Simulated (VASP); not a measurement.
# Nb (I4/mmm) in VASP: further runs

Runs on Nb. Level: PBEsol. Tasks: single point.

Everything below comes from runs of VASP 6.6.1. Logs are shortened: lines on timing, memory, paths and dates and some standing lists are left out, and cuts for length are marked.

## (1) The cell of the first run

It takes space group I4/mmm (No. 139, tetragonal). The conventional cell has a = 2.991 Å, b = 2.991 Å, c = 4.124 Å, α = 90.00°, β = 90.00°, γ = 90.00°. Nb (site symmetry 4/mmm) has 12 Nb at 2.95 to 2.99 Å within 3.9 Å.

## (2) Single point, PBEsol (strain -0.0250 x Voigt [1, 0, 0, 0, 0, 0])

Input file INCAR:

```
PREC = Accurate
ENCUT = 500
EDIFF = 1E-6
ISMEAR = 0
SIGMA = 0.15
LREAL = F
LASPH = T
NELM = 120
ALGO = Normal
ISIF = 2
LWAVE = F
LCHARG = F
GGA = PS
NBANDS = 12
GGA_COMPAT = F
```

Input file KPOINTS:

```
regular mesh
0
Gamma
  20 20 20
```

Input file POSCAR:

```
Nb
1.0
    0.0000000000      2.1150000000      2.1150000000
    2.0621250000      0.0000000000      2.1150000000
    2.0621250000      2.1150000000      0.0000000000
Nb
1
Direct
    0.0000000000      0.0000000000      0.0000000000
```

Potentials or basis: VASP PAW PBE potentials, release 64 (Nb_sv).

Command:

```bash
> cat potpaw_PBE.64/Nb_sv/POTCAR > POTCAR
> mpirun -np 1 vasp_std > vasp.out
```

OUTCAR:

```text
PREC = Accurate
   ENCUT = 500
   EDIFF = 1E-6
   ISMEAR = 0
   LREAL = F
   LASPH = T
   NELM = 120
   ISIF = 2
   GGA = PS

 ion  position               nearest neighbor table
   1  0.000  0.000  0.000-

  LATTYP: Found a body centered tetragonal cell.
 ALAT       =     2.9910616844
 C/A-ratio  =     1.3788582233

  Lattice vectors:

 A1 = (  -2.0621250000,   0.0000000000,  -2.1150000000)
 A2 = (  -2.0621250000,   0.0000000000,   2.1150000000)
 A3 = (   2.0621250000,   2.1150000000,   0.0000000000)

Analysis of symmetry for initial positions (statically):
=====================================================================
 Subroutine PRICEL returns:
 Original cell was already a primitive cell.

 Routine SETGRP: Setting up the symmetry group for a
 body centered tetragonal supercell.

 Subroutine GETGRP returns: Found 16 space group operations
 (whereof 16 operations were pure point group operations)
 out of a pool of 16 trial point group operations.

The static configuration has the point symmetry D_4h.

Analysis of symmetry for dynamics (positions and initial velocities):
=====================================================================
 Subroutine PRICEL returns:
 Original cell was already a primitive cell.

 Routine SETGRP: Setting up the symmetry group for a
 body centered tetragonal supercell.

 Subroutine GETGRP returns: Found 16 space group operations
 (whereof 16 operations were pure point group operations)
 out of a pool of 16 trial point group operations.

The dynamic configuration has the point symmetry D_4h.

 Subroutine INISYM returns: Found 16 space group operations
 (whereof 16 operations are pure point group operations),
 and found     1 'primitive' translations

----------------------------------------------------------------------------------------

                                     Primitive cell

  volume of cell :      18.4487

  direct lattice vectors                    reciprocal lattice vectors
     0.000000000  2.115000000  2.115000000    -0.242468328  0.236406619  0.236406619
     2.062125000  0.000000000  2.115000000     0.242468328 -0.236406619  0.236406619
     2.062125000  2.115000000  0.000000000     0.242468328  0.236406619 -0.236406619

  length of vectors
     2.991061684  2.953910039  2.953910039     0.412997663  0.412997663  0.412997663

  position of ions in fractional coordinates (direct lattice)
     0.000000000  0.000000000  0.000000000

  ion indices of the primitive-cell ions
   primitive index   ion index
                 1           1

----------------------------------------------------------------------------------------

 KPOINTS: regular mesh

Automatic generation of k-mesh.
 Grid dimensions read from file:
 generate k-points for:   20   20   20

 Generating k-lattice:

  Cartesian coordinates                     Fractional coordinates (reciprocal lattice)
    -0.012123416  0.011820331  0.011820331     0.050000000  0.000000000  0.000000000
     0.012123416 -0.011820331  0.011820331     0.000000000  0.050000000  0.000000000
     0.012123416  0.011820331 -0.011820331     0.000000000  0.000000000  0.050000000

  Length of vectors
     0.020649883  0.020649883  0.020649883

  Shift w.r.t. Gamma in fractional coordinates (k-lattice)
     0.000000000  0.000000000  0.000000000

 Subroutine IBZKPT returns following result:
 ===========================================

 Found    641 irreducible k-points:

 Following reciprocal coordinates:
            Coordinates               Weight
  0.000000  0.000000  0.000000      1.000000
  0.050000 -0.000000 -0.000000      8.000000
  0.100000 -0.000000 -0.000000      8.000000
  0.150000 -0.000000 -0.000000      8.000000
  0.200000 -0.000000 -0.000000      8.000000
  0.250000 -0.000000 -0.000000      8.000000
[... 16 lines left out ...]
 -0.400000  0.050000  0.000000     16.000000
 -0.350000  0.050000  0.000000     16.000000
 [... further k-points ...]
   k-points           NKPTS =    641   k-points in BZ     NKDIM =    641   number of bands    NBANDS=     12
   number of dos      NEDOS =    301   number of ions     NIONS =      1
   total plane-waves  NPLWV =  13824
   dimension x,y,z NGX =    24 NGY =   24 NGZ =   24
   dimension x,y,z NGXF=    48 NGYF=   48 NGZF=   48
   ions per type =               1
   NGX,Y,Z   is equivalent  to a cutoff of  13.34, 13.51, 13.51 a.u.
   NGXF,Y,Z  is equivalent  to a cutoff of  26.68, 27.01, 27.01 a.u.
 SYSTEM =  unknown system
   PREC   = accura    normal or accurate (medium, high low for compatibility)
   ISTART =      0    job   : 0-new  1-cont  2-samecut
   ICHARG =      2    charge: 1-file 2-atom 10-const
   ISPIN  =      1    spin polarized calculation?
   LNONCOLLINEAR =      F non collinear calculations
   LSORBIT =      F    spin-orbit coupling
   LASPH  =      T    aspherical Exc in radial PAW
   ENCUT  =  500.0 eV  36.75 Ry    6.06 a.u.   5.45  5.39  5.39*2*pi/ulx,y,z
   NELM   =    120;   NELMIN=  2; NELMDL= -5     # of ELM steps
   EDIFF  = 0.1E-05   stopping-criterion for ELM
   LREAL  =      F    real-space projection
   EDIFFG = 0.1E-04   stopping-criterion for IOM
   NSW    =      0    number of steps for IOM
   IBRION =     -1    ionic relax: 0-MD 1-quasi-New 2-CG
   NFREE  =      0    steps in history (QN), initial steepest desc. (CG)
   ISIF   =      2    stress and relaxation
   ISYM   =      2    0-nonsym 1-usesym 2-fastsym
   POTIM  = 0.5000    time-step for ionic-motion
   TEBEG  =    0.0;   TEEND  =   0.0 temperature during run
   PSTRESS=    0.0 pullay stress
   NELECT =      13.0000    total number of electrons
   NUPDOWN=      -1.0000    fix difference up-down
   EMIN   =  10.00;   EMAX   =-10.00  energy-range for DOS
   EFERMI =   0.00;   METHOD = LEGACY
   ISMEAR =     0;   SIGMA  =   0.15  broadening in eV -4-tet -1-fermi 0-gaus
   EFERMI_NEDOS =   21; number of points for ismear=-14 and -15
   IALGO  =     38    algorithm
   IMIX   =      4    mixing-type and parameters
     AMIX     =   0.40;   BMIX     =  1.00
     AMIX_MAG =   1.60;   BMIX_MAG =  1.00
  volume/ion in A,a.u.               =      18.45       124.50
  Fermi-wavevector in a.u.,A,eV,Ry     =   1.456803  2.752958 28.875288  2.122274
  Thomas-Fermi vector in A             =   2.573678
   LORBIT       =      0    0 simple, 1 ext, 2 COOP (PROOUT), +10 PAW based schemes
   GGA     = PS    functional components
   LHFCALC =     F    Hartree Fock is set to
   AEXX    =    0.0000 exact exchange contribution
   IVDW    =     0    specifies the selected vdW correction
   LEPSILON=     F    determine dielectric tensor
   LRPA    =     F    only Hartree local field effects (RPA)
 non-spin polarized calculation
 Gauss-broadening in eV      SIGMA  =   0.15
  energy-cutoff  :      500.00
  volume of cell :       18.45
 maximum number of plane-waves:       499
 NGX is ok and might be reduce to    24
   NGX = 11   NGY = 11   NGZ = 11

 number of electron      13.0000001 magnetization

 Free energy of the ion-electron system (eV)
  ---------------------------------------------------
  ext. energy  EPLUGINS =         0.00000000
  ---------------------------------------------------
  free energy    TOTEN  =       -10.61784839 eV

  energy without entropy =      -10.60151446  energy(sigma->0) =      -10.60968143

 E-fermi :  11.0722     XC(G=0): -12.5074

 val. band max:       11.0720197734   @ k =   0.0000   0.0000   0.0000
 cond. band min:      11.0782622278   @ k =   0.3500  -0.0000  -0.0000
 fundamental gap:      0.0062424544
 Fermi energy:        11.0722441739

 k-point     1 :       0.0000    0.0000    0.0000
  band No.  band energies     occupation
      1     -43.5985      2.00000
      2     -18.9727      2.00000
      3     -18.9726      2.00000
      4     -18.9726      2.00000
      5       4.7792      2.00000
      6      11.0720      1.00169
      7      11.0720      1.00169
      8      11.3675      0.00537
      9      13.6202      0.00000
     10      14.0119      0.00000
     11      22.9321      0.00000
     12      27.4824      0.00000

 k-point     2 :       0.0500   -0.0000   -0.0000
  band No.  band energies     occupation
      1     -43.5935      2.00000
      2     -19.0059      2.00000
      3     -18.9772      2.00000
      4     -18.9762      2.00000
      5       4.8754      2.00000
      6      11.0313      1.30068
      7      11.1165      0.67635
      8      11.3769      0.00408
      9      13.5839      0.00000
     10      13.9662      0.00000
     11      23.1274      0.00000
     12      27.2130      0.00000

 k-point     3 :       0.1000   -0.0000   -0.0000
  band No.  band energies     occupation
      1     -43.5788      2.00000
      2     -19.1017      2.00000
      3     -18.9906      2.00000
      4     -18.9864      2.00000
      5       5.1534      2.00000
      6      10.8686      1.94516
      7      11.2341      0.12695
      8      11.4598      0.00026
      9      13.4999      0.00000
     10      13.8523      0.00000
     11      23.6665      0.00000
     12      26.4113      0.00000
[... 286 lines left out ...]
 k-point    23 :      -0.4000    0.0500    0.0000
  band No.  band energies     occupation
      1     -43.4005      2.00000
      2     -20.1537      2.00000
      3     -19.1710      2.00000
      4     -19.1069      2.00000
      5       7.2613      2.00000
      6      10.8336      1.97556
      7      11.2504      0.09308
      8      11.8145      0.00000
      9      15.2340      0.00000
     10      15.9324      0.00000
     11      21.9014      0.00000
     12      23.7300      0.00000

 k-point    24 :      -0.3500    0.0500    0.0000
  band No.  band energies     occupation
      1     -43.4212      2.00000
      2     -20.0385      2.00000
      3     -19.1564      2.00000
      4     -19.0889      2.00000
      5       7.2518      2.00000
      6      10.9767      1.63243
      7      11.1889      0.27130
      8      11.3830      0.00339
      9      14.7052      0.00000
     10      15.4932      0.00000
     11      22.2306      0.00000
     12      24.8375      0.00000

 [... further k-points ...]

------------------------ aborting loop because EDIFF is reached ----------------------------------------

  FORCE on cell =-STRESS in cart. coord.  units (eV):
  Direction    XX          YY          ZZ          XY          YZ          ZX
  --------------------------------------------------------------------------------------
  -------------------------------------------------------------------------------------
  Total       -0.9530159     -0.1168955     -0.1168955     -0.0000000      0.0000000     -0.0000000
  in kB      -82.7646691    -10.1517902    -10.1517902     -0.0000000      0.0000000     -0.0000000
  external PRESSURE =     -34.3560831 kB  Pullay stress =       0.0000000 kB

 VOLUME and BASIS-vectors are now :
 -----------------------------------------------------------------------------
  energy-cutoff  :      500.00
  volume of cell :       18.45
      direct lattice vectors                 reciprocal lattice vectors
     0.000000000  2.115000000  2.115000000    -0.242468328  0.236406619  0.236406619
     2.062125000  0.000000000  2.115000000     0.242468328 -0.236406619  0.236406619
     2.062125000  2.115000000  0.000000000     0.242468328  0.236406619 -0.236406619

 POSITION                                       TOTAL-FORCE (eV/Angst)
 -----------------------------------------------------------------------------------
      0.00000      0.00000      0.00000         0.000000      0.000000      0.000000
 -----------------------------------------------------------------------------------
    total drift:                                0.000000      0.000000     -0.000000

  FREE ENERGIE OF THE ION-ELECTRON SYSTEM (eV)
  ---------------------------------------------------
  free  energy   TOTEN  =       -10.6178483879 eV

  energy  without entropy=      -10.6015144632  energy(sigma->0) =      -10.60968143
```

It took 2.3 min on 1 thread of Intel Xeon 8259CL, shared host; peak memory 0.25 GiB.

What came out:

* Free energy: -10.6178 eV
* Pressure: -3.4 GPa
* Band gap on the k mesh: zero (an odd number of electrons rules out a gap without spin polarisation)

Caveat: the cell differs from its parent crystal (strain -0.0250 x Voigt [1, 0, 0, 0, 0, 0]); the cell stands under tension; the PAW data sets were made with another functional, which shifts forces and pressure a little.

[end of part 1 of 2]
